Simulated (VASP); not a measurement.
Set up this calculation in VASP 6.6.1, as the native input.

| Quantity | Value |
| --- | --- |
| Task | single point |
| Functional | LDA |
| Potentials or basis | VASP PAW LDA potentials, release 64 (Mg, Rh_pv) |
| Cutoff | 520 eV |
| k mesh | 16 × 16 × 16 |
| Occupations | gaussian, width 0.15 eV |
| Spin | no spin polarisation |
| Dipole correction | no |
| Further INCAR settings | ALGO = Fast; EDIFF = 1e-06; NBANDS = 16 |

The structure of MgRh lies in POSCAR:

```
MgRh
1.0
    3.0992000000      0.0000000000      0.0000000000
    0.0000000000      3.0992000000      0.0000000000
    0.0000000000      0.0000000000      3.0992000000
Mg Rh
1 1
Direct
    0.0000000000      0.0000000000      0.1411654621
    0.5000000000      0.5000000000      0.5000000000
```

This cell differs from its parent crystal: all Mg atoms moved +0.438 Å, as atom 1 along Cartesian [0 0 1].

One way to write it, as run:

INCAR

```
SYSTEM = MgRh
PREC = Accurate
ENCUT = 520
EDIFF = 1E-6
ISMEAR = 0
SIGMA = 0.15
LREAL = .False.
LASPH = .True.
NELM = 60
ALGO = Fast
ISIF = 2
LWAVE = .False.
LCHARG = .False.
GGA = CA
NBANDS = 16
```

KPOINTS

```
regular mesh
0
Gamma
  16 16 16
  0 0 0
```

Potentials or basis: VASP PAW LDA potentials, release 64 (Mg, Rh_pv).

Run with:

```sh
$ cat potpaw_LDA.64/Mg/POTCAR potpaw_LDA.64/Rh_pv/POTCAR > POTCAR
$ mpirun -np 1 vasp_std > vasp.out
```

It gave:

```
Pressure      : 0.9 GPa
Largest force : 2.186 eV/Å
```

Caveat: the cell differs from its parent crystal (all Mg atoms moved +0.438 Å, as atom 1 along Cartesian [0 0 1]); forces of over 1 eV/Å act on the atoms, so gaps and moduli don't describe the material at rest.

Wall time 53 s on 1 thread of Intel(R) Xeon(R) Platinum 8375C CPU @ 2.90GHz (Ice Lake), on a shared host, peak memory 0.3 GiB.
